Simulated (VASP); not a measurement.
# BaTiO3 (P4mm) in VASP: a series of runs

The runs below take BaTiO3 through single point, with r2SCAN, HSE06.

Everything below comes from runs of VASP 6.6.1. Logs are shortened: lines on timing, memory, paths and dates and some standing lists are left out, and cuts for length are marked.

## (1) The cell of the first run

The structure is tetragonal, space group P4mm (No. 99). The conventional cell has a = 3.853 Å, b = 3.853 Å, c = 4.371 Å, α = 90.00°, β = 90.00°, γ = 90.00°. Within 3.6 Å of Ba (site symmetry 4mm) lie 12 O at 2.74 to 3.06 Å and 8 Ti at 3.45 to 3.54 Å. Ti (site symmetry 4mm) has 5 O at 1.80 to 1.95 Å within 2.4 Å. O (site symmetry 2mm) has 2 Ti at 1.95 Å within 2.6 Å. Within 2.4 Å of O (site symmetry 4mm) lie 1 Ti at 1.80 Å.

## (2) Single point, r2SCAN (epitaxial xy strain -3.0%)

File POSCAR:

```
BaTiO3
1.0
    3.8528794582      0.0000000000      0.0000000000
    0.0000000000      3.8528794582      0.0000000000
    0.0000000000      0.0000000000      4.3707941629
Ba Ti O
1 1 3
Direct
    0.5000000000      0.5000000000      0.6008900113
    0.0000000000      0.0000000000      0.1179582154
    0.0000000000      0.5000000000      0.0559765015
    0.5000000000      0.0000000000      0.0559765015
    0.0000000000      0.0000000000      0.5291957603
```

File INCAR.step1:

```
PREC = Accurate
ENCUT = 520
ISMEAR = 0
SIGMA = 0.01
LREAL = False
LASPH = True
NELM = 80
NBANDS = 28
GGA = PE
ALGO = Normal
EDIFF = 1E-4
LWAVE = True
LCHARG = False
```

File INCAR.step2:

```
PREC = Accurate
ENCUT = 520
EDIFF = 1E-7
ISMEAR = 0
SIGMA = 0.01
LREAL = False
LASPH = True
NELM = 80
ALGO = Normal
ISIF = 2
LWAVE = False
LCHARG = False
METAGGA = R2SCAN
LMIXTAU = True
NBANDS = 28
ISTART = 1
```

File KPOINTS:

```
regular mesh
0
Gamma
  6 6 6
```

Potentials or basis: VASP PAW PBE potentials, release 64 (Ba_sv, Ti_sv, O).

The run is started by

```
> cat potpaw_PBE.64/Ba_sv/POTCAR potpaw_PBE.64/Ti_sv/POTCAR potpaw_PBE.64/O/POTCAR > POTCAR
> cp INCAR.step1 INCAR
> mpirun -np 1 vasp_std > vasp.out
> cp INCAR.step2 INCAR
> mpirun -np 1 vasp_std > vasp.out
```

OUTCAR:

```text
PREC = Accurate
   ENCUT = 520
   EDIFF = 1E-7
   ISMEAR = 0
   LREAL = False
   LASPH = True
   NELM = 80
   ISIF = 2
   METAGGA = R2SCAN
   ISTART = 1

 ion  position               nearest neighbor table
   1  0.500  0.500  0.601-   5 2.74   5 2.74   5 2.74   5 2.74   4 2.77   3 2.77   3 2.77   4 2.77
                             3 3.06   4 3.06   3 3.06   4 3.06   2 3.45   2 3.45   2 3.45   2 3.45
   2  0.000  0.000  0.118-   5 1.80   4 1.95   3 1.95   3 1.95   4 1.95   1 3.45   1 3.45   1 3.45
                             1 3.45   1 3.54   1 3.54   1 3.54   1 3.54
   3  0.000  0.500  0.056-   2 1.95   2 1.95   1 2.77   1 2.77   1 3.06   1 3.06
   4  0.500  0.000  0.056-   2 1.95   2 1.95   1 2.77   1 2.77   1 3.06   1 3.06
   5  0.000  0.000  0.529-   2 1.80   1 2.74   1 2.74   1 2.74   1 2.74

  LATTYP: Found a simple tetragonal cell.
 ALAT       =     3.8528794582
 C/A-ratio  =     1.1344227636

  Lattice vectors:

 A1 = (   3.8528794582,   0.0000000000,   0.0000000000)
 A2 = (   0.0000000000,   3.8528794582,   0.0000000000)
 A3 = (   0.0000000000,   0.0000000000,   4.3707941629)

Analysis of symmetry for initial positions (statically):
=====================================================================
 Subroutine PRICEL returns:
 Original cell was already a primitive cell.

 Routine SETGRP: Setting up the symmetry group for a
 simple tetragonal supercell.

 Subroutine GETGRP returns: Found  8 space group operations
 (whereof  8 operations were pure point group operations)
 out of a pool of 16 trial point group operations.

The static configuration has the point symmetry C_4v.

Analysis of symmetry for dynamics (positions and initial velocities):
=====================================================================
 Subroutine PRICEL returns:
 Original cell was already a primitive cell.

 Routine SETGRP: Setting up the symmetry group for a
 simple tetragonal supercell.

 Subroutine GETGRP returns: Found  8 space group operations
 (whereof  8 operations were pure point group operations)
 out of a pool of 16 trial point group operations.

The dynamic configuration has the point symmetry C_4v.

 Subroutine INISYM returns: Found  8 space group operations
 (whereof  8 operations are pure point group operations),
 and found     1 'primitive' translations

----------------------------------------------------------------------------------------

[... 94 lines left out ...]
   LSORBIT =      F    spin-orbit coupling
   LASPH  =      T    aspherical Exc in radial PAW
   ENCUT  =  520.0 eV  38.22 Ry    6.18 a.u.   7.16  7.16  8.13*2*pi/ulx,y,z
   NELM   =     80;   NELMIN=  2; NELMDL=  0     # of ELM steps
   EDIFF  = 0.1E-06   stopping-criterion for ELM
   LREAL  =      F    real-space projection
   EDIFFG = 0.1E-05   stopping-criterion for IOM
   NSW    =      0    number of steps for IOM
   IBRION =     -1    ionic relax: 0-MD 1-quasi-New 2-CG
   NFREE  =      0    steps in history (QN), initial steepest desc. (CG)
   ISIF   =      2    stress and relaxation
   ISYM   =      2    0-nonsym 1-usesym 2-fastsym
   POTIM  = 0.5000    time-step for ionic-motion
   TEBEG  =    0.0;   TEEND  =   0.0 temperature during run
   PSTRESS=    0.0 pullay stress
   NELECT =      40.0000    total number of electrons
   NUPDOWN=      -1.0000    fix difference up-down
   EMIN   =  10.00;   EMAX   =-10.00  energy-range for DOS
   EFERMI =   0.00;   METHOD = LEGACY
   ISMEAR =     0;   SIGMA  =   0.01  broadening in eV -4-tet -1-fermi 0-gaus
   EFERMI_NEDOS =   21; number of points for ismear=-14 and -15
   IALGO  =     38    algorithm
   IMIX   =      4    mixing-type and parameters
     AMIX     =   0.40;   BMIX     =  1.00
     AMIX_MAG =   1.60;   BMIX_MAG =  1.00
  volume/ion in A,a.u.               =      12.98        87.57
  Fermi-wavevector in a.u.,A,eV,Ry     =   1.393321  2.632994 26.413570  1.941343
  Thomas-Fermi vector in A             =   2.516978
   LORBIT       =      0    0 simple, 1 ext, 2 COOP (PROOUT), +10 PAW based schemes
   METAGGA = R2SCAN    functional components
   LHFCALC =     F    Hartree Fock is set to
   AEXX    =    0.0000 exact exchange contribution
   IVDW    =     0    specifies the selected vdW correction
   LEPSILON=     F    determine dielectric tensor
   LRPA    =     F    only Hartree local field effects (RPA)
 non-spin polarized calculation
 Gauss-broadening in eV      SIGMA  =   0.01
  energy-cutoff  :      520.00
  volume of cell :       64.88
 maximum number of plane-waves:      1768
 NGX is ok and might be reduce to    30
   NGX = 15   NGY = 15   NGZ = 17

 number of electron      40.0000018 magnetization

 Free energy of the ion-electron system (eV)
  ---------------------------------------------------
  ext. energy  EPLUGINS =         0.00000000
  ---------------------------------------------------
  free energy    TOTEN  =       -74.13020678 eV

  energy without entropy =      -74.13020678  energy(sigma->0) =      -74.13020678

 E-fermi :   3.9487     XC(G=0): -11.8045

 val. band max:        3.8621228941   @ k =   0.5000   0.5000   0.5000
 cond. band min:       6.1686301178   @ k =   0.0000   0.0000   0.0000
 fundamental gap:      2.3065072236
 Fermi energy:         3.9487100647

 k-point     1 :       0.0000    0.0000    0.0000
  band No.  band energies     occupation
      1     -54.8861      2.00000
      2     -30.2433      2.00000
      3     -30.0600      2.00000
      4     -30.0600      2.00000
      5     -22.1917      2.00000
      6     -14.4466      2.00000
[... 733 lines left out ...]
     27      11.8547      0.00000
     28      13.3362      0.00000

 [... further k-points ...]
[... 5 lines left out ...]
  --------------------------------------------------------------------------------------
  -------------------------------------------------------------------------------------
  Total        4.0337700      4.0337700      0.8042000      0.0000000      0.0000000      0.0000000
  in kB       99.6071515     99.6071515     19.8583640      0.0000000      0.0000000      0.0000000
  external PRESSURE =      73.0242223 kB  Pullay stress =       0.0000000 kB

 VOLUME and BASIS-vectors are now :
 -----------------------------------------------------------------------------
  energy-cutoff  :      520.00
  volume of cell :       64.88
      direct lattice vectors                 reciprocal lattice vectors
     3.852879458  0.000000000  0.000000000     0.259546142  0.000000000  0.000000000
     0.000000000  3.852879458  0.000000000     0.000000000  0.259546142  0.000000000
     0.000000000  0.000000000  4.370794163     0.000000000  0.000000000  0.228791374

 POSITION                                       TOTAL-FORCE (eV/Angst)
 -----------------------------------------------------------------------------------
      1.92644      1.92644      2.62637        -0.000000      0.000000     -0.053061
      0.00000      0.00000      0.51557        -0.000000     -0.000000     -0.171558
      0.00000      1.92644      0.24466        -0.000000     -0.000000      0.033603
      1.92644      0.00000      0.24466         0.000000     -0.000000      0.033603
      0.00000      0.00000      2.31301        -0.000000     -0.000000      0.157414
 -----------------------------------------------------------------------------------
    total drift:                               -0.000000     -0.000000     -0.007884

  FREE ENERGIE OF THE ION-ELECTRON SYSTEM (eV)
  ---------------------------------------------------
  free  energy   TOTEN  =       -74.1302067817 eV

  energy  without entropy=      -74.1302067817  energy(sigma->0) =      -74.13020678
```

It took 6.2 min on 1 thread of AMD EPYC 7R13 (Zen 3), shared host; peak memory 0.2 GiB.

Results:

- Free energy: -74.1302 eV
- Pressure: 7.3 GPa
- Largest force: 0.172 eV/Å
- Band gap on the k mesh: 2.31 eV, indirect (least direct gap 3.08 eV)

Forces on the atoms (eV/Å):
```
Ba   0.000  0.000 -0.053
Ti   0.000  0.000 -0.172
O    0.000  0.000  0.034
O    0.000  0.000  0.034
O    0.000  0.000  0.157
```

Caveat: the cell differs from its parent crystal (epitaxial xy strain -3.0%); the PAW data sets were made with another functional, which shifts forces and pressure a little; spin-orbit coupling is left out, which moves the levels of the heavy elements. A k mesh can miss the band edges.

## (3) Single point, r2SCAN, non-collinear spin, zero start, spin-orbit coupling (epitaxial xy strain -3.0%)

POSCAR is that of step 2.

File INCAR.step1:

```
SYSTEM = BaTiO3
  PREC = Accurate
  ENCUT = 520
  ISMEAR = 0
  SIGMA = 0.01
  LREAL = .FALSE.
  LASPH = .TRUE.
  NELM = 150
  MAGMOM = 0 0 0 0 0 0 0 0 0 0 0 0 0 0 0
  LSORBIT = .TRUE.
  GGA_COMPAT = .FALSE.
  LMAXMIX = 4
  NBANDS = 55
  GGA = PE
  ALGO = Normal
  EDIFF = 1E-4
  LWAVE = .TRUE.
  LCHARG = .FALSE.
```

File INCAR.step2:

```
SYSTEM = BaTiO3
  PREC = Accurate
  ENCUT = 520
  EDIFF = 1E-6
  ISMEAR = 0
  SIGMA = 0.01
  LREAL = .FALSE.
  LASPH = .TRUE.
  NELM = 150
  ALGO = Normal
  ISIF = 2
  LWAVE = .FALSE.
  LCHARG = .FALSE.
  MAGMOM = 0 0 0 0 0 0 0 0 0 0 0 0 0 0 0
  LORBIT = 11
  LSORBIT = .TRUE.
  GGA_COMPAT = .FALSE.
  LORBMOM = .TRUE.
  LMAXMIX = 4
  METAGGA = R2SCAN
  LMIXTAU = .TRUE.
  NBANDS = 55
  ISTART = 1
```

File KPOINTS:

```
regular mesh
0
G
  6 6 6
  0 0 0
```

Potentials or basis: VASP PAW PBE potentials, release 64 (Ba_sv, Ti_sv, O).

The run is started by

```
> cat potpaw_PBE.64/Ba_sv/POTCAR potpaw_PBE.64/Ti_sv/POTCAR potpaw_PBE.64/O/POTCAR > POTCAR
> cp INCAR.step1 INCAR
> mpirun -np 1 vasp_ncl > vasp.out
> cp INCAR.step2 INCAR
> mpirun -np 1 vasp_ncl > vasp.out
```

Wall time 20 min (1 thread of Intel Xeon 6975P-C (Granite Rapids), shared host); peak memory 0.58 GiB.

It converged, with:

- Free energy: -74.3163 eV
- Pressure: 7.3 GPa
- Largest force: 0.172 eV/Å
- Net moment: 0.00 μB per cell
- Valence electrons inside the program's atomic spheres: Ba 8.00; Ti 10.32; O 5.09, 5.08

Forces on the atoms (eV/Å):
```
Ba   0.000  0.000 -0.051
Ti   0.000  0.000 -0.172
O    0.000  0.000  0.032
O    0.000  0.000  0.032
O    0.000  0.000  0.158
```

Stress tensor (GPa, compression positive):
```
9.96 0.00 0.00
0.00 9.96 0.00
0.00 0.00 1.99
```

Moments on the atoms (μB; x, y, z):
```
Ba  0.00 0.00 0.00
Ti  0.00 0.00 0.00
O   0.00 0.00 0.00
O   0.00 0.00 0.00
O   0.00 0.00 0.00
```

Caveat: the cell differs from its parent crystal (epitaxial xy strain -3.0%); the PAW data sets were made with another functional, which shifts forces and pressure a little.

(Part 1 of 2 ends here.)
